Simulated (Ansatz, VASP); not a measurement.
**One calculation of ZnH4C4O4, two programs**

```
Zn O C H
1.0
     3.84547    3.03394    0.00000
     3.84547   -3.03394    0.00000
     2.01287    0.00000   -6.01234
Zn O C H
1 4 4 4
Cartesian
  3.8455 3.0072 0.0000
  5.3789 1.8367 -4.5020
  4.3250 1.8367 -1.5103
  3.4417 1.2039 -5.4285
  6.2621 1.2039 -0.5838
  4.2796 -0.0667 -3.5250
  5.4242 -0.0667 -2.4873
  4.3614 1.0601 -4.5549
  5.3424 1.0601 -1.4574
  4.3016 -0.9314 -4.0156
  5.4022 -0.9314 -1.9967
  3.3230 -0.0073 -3.0166
  6.3808 -0.0073 -2.9957
```

Alike in both runs: task single point; functional r2SCAN; k mesh 4 × 4 × 4; no spin polarisation.

|  | VASP | Ansatz |
| --- | --- | --- |
| version | VASP 6.6.1 | Ansatz 0.2.0 |
| potentials or method | VASP PAW PBE potentials, release 64 (Zn, O, C, H), cutoff 520 eV | PAW plane waves |
| occupations | fermi-dirac, width 0.1 eV | fermi-dirac |
| valence electrons in the cell | 56 | 56 |

```tsv
	VASP	Ansatz	Ansatz less VASP
gap on the k mesh at the Fermi level (eV)	5.54	5.57	+0.026
pressure (GPa)	0.1	-0.7	-0.83
rms of the force components (eV/Å)	1.453	1.455	+0.0025
```

VASP's potentials were made for PBE, not for r2SCAN.
